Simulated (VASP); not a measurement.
Input of a VASP 6.6.1 run:

The input POSCAR:

```
SrO
1.0
    3.5632380098      0.0000000000      0.0000000000
   -1.7816190049      3.0858546362      0.0000000000
    0.0000000000      0.0000000000      6.2551048084
Sr O
2 2
Direct
    0.0000000000      0.0000000000      0.0000000000
    0.0000000000      0.0000000000      0.5000000000
    0.3333333333      0.6666666667      0.2500000000
    0.6666666667      0.3333333333      0.7500000000
```

Contents of INCAR.step1:

```
SYSTEM = SrO
PREC = Accurate
ENCUT = 520
ISMEAR = 0
SIGMA = 0.01
LREAL = .False.
LASPH = .True.
NELM = 80
NBANDS = 24
GGA = PE
ALGO = Normal
EDIFF = 1E-4
LWAVE = .True.
LCHARG = .False.
```

The input INCAR.step2:

```
SYSTEM = SrO
PREC = Accurate
ENCUT = 520
EDIFF = 1E-7
ISMEAR = 0
SIGMA = 0.01
LREAL = .False.
LASPH = .True.
NELM = 80
ALGO = Normal
ISIF = 2
LWAVE = .False.
LCHARG = .False.
METAGGA = R2SCAN
LMIXTAU = .True.
NBANDS = 24
ISTART = 1
```

File KPOINTS:

```
Automatic mesh
0
Gamma
  12 12 4
  0 0 0
```

Potentials or basis: VASP PAW PBE potentials, release 64 (Sr_sv, O).

Command:

```console
$ cat potpaw_PBE.64/Sr_sv/POTCAR potpaw_PBE.64/O/POTCAR > POTCAR
$ cp INCAR.step1 INCAR
$ mpirun -np 1 vasp_std > vasp.out
$ cp INCAR.step2 INCAR
$ mpirun -np 1 vasp_std > vasp.out
```

(1) Estimate the pressure.

(2) Estimate the band gap on the k mesh.

Answers

(1) 0.6 GPa.

(2) 3.94 eV.

Caveat: the PAW data sets were made with another functional, which shifts forces and pressure a little.
